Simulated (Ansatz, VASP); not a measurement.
**Two plane-wave programs on Al**

Contents of INCAR:

```
SYSTEM = Al
ALGO = Normal
EDIFF = 1E-6
ENCUT = 520
GGA = PS
ISIF = 2
ISMEAR = 0
IVDW = 12
LASPH = .True.
LCHARG = .False.
LREAL = .False.
LWAVE = .False.
NBANDS = 14
NELM = 60
PREC = Accurate
SIGMA = 0.15
```

Contents of KPOINTS:

```
k-points
0
Gamma
  18 18 6
  0 0 0
```

File POSCAR:

```
Al
1.0
    2.8007800515      0.0000000000      0.0000000000
   -1.4003900257      2.4255466750      0.0000000000
    0.0000000000      0.0000000000      7.8684000000
Al
4
Direct
    0.0000000000      0.0000000000      0.0000000000
    0.3333333333      0.6666666667      0.2500000000
    0.0000000000      0.0000000000      0.5000000000
    0.6666666667      0.3333333333      0.7500000000
```

Input for Ansatz:

```yaml
crystal:
  lattice:
    - [2.8007800515, 0.0, 0.0]
    - [-1.4003900257, 2.425546675, 0.0]
    - [0.0, 0.0, 7.8684]
  atoms:
    - { symbol: Al, position: [0.0, 0.0, 0.0] }
    - { symbol: Al, position: [0.3333333333, 0.6666666667, 0.25] }
    - { symbol: Al, position: [0.0, 0.0, 0.5] }
    - { symbol: Al, position: [0.6666666667, 0.3333333333, 0.75] }
basis:
  ecutwfc: 420
kpoints:
  mp_grid: { grid: [18, 18, 6] }
hamiltonian:
  xc: pbesol
  pseudopotentials: { kind: paw, azcp: { folder: soft_1 } }
  dispersion: d3bj
scf:
  occupations: { method: gaussian, width: 0.15 }
output:
  forces: true
  stress: true
  eigenvalues: true
```

Alike in both runs: task single point; functional PBEsol; dispersion D3(BJ); k mesh 18 × 18 × 6; occupations gaussian, width 0.15 eV; no spin polarisation.

```csv
,VASP,Ansatz
version,VASP 6.6.1,Ansatz 0.2.0
potentials or method,"VASP PAW PBE potentials, release 64 (Al), cutoff 520 eV","scalar-relativistic, plane waves, PAW"
valence electrons in the cell,12,12
```

Ansatz gave:

```
gap on the k mesh at the Fermi level (eV)                     : none
pressure (GPa)                                                : 23.2
traceless stress, the component that is largest in VASP (GPa) : 16.42
```

Problem. Which values does VASP return?

Solution. gap on the k mesh at the Fermi level (eV): none; pressure (GPa): 23.4; traceless stress, the component that is largest in VASP (GPa): 16.53.

VASP's potentials were made for PBE, not for PBEsol, and Ansatz warns of the same on its side. A gap of «none» marks a metal or a gap that the smearing closes.
